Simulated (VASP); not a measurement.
Crystal: Cd.

```
Cd
1.0
     3.59941    0.00000    0.00000
    -1.79971    3.11718    0.00000
     0.00000    0.00000   12.26838
Cd
4
Direct
  0.00000 0.00000 0.00000
  0.33333 0.66667 0.25000
  0.00000 0.00000 0.50000
  0.66667 0.33333 0.75000
```

This cell differs from its parent crystal: Hg replaced by Cd, lengths x 1.055, strained.

Base run:

* Program: VASP 6.6.1
* Functional: PBE
* Potentials or basis: VASP PAW PBE potentials, release 64 (Cd)
* Cutoff: 520 eV
* k mesh: 15 × 15 × 4
* Occupations: gaussian, width 0.1 eV
* Spin: no spin polarisation

Its results: band gap on the k mesh zero (bands 24 and 25 overlap by 1.20 eV); pressure -3.7 GPa.

Problem. The run is repeated on the same cell with these changes: k mesh from 15 × 15 × 4 to 6 × 6 × 2; further incar settings from ALGO = Fast; EDIFF = 1e-07; NBANDS = 32 to ALGO = Normal; EDIFF = 1e-07; NBANDS = 32. What comes out?

Solution. Band gap on the k mesh zero (bands 24 and 25 overlap by 0.93 eV); pressure -4.1 GPa.

Caveats: the cell stands under tension.
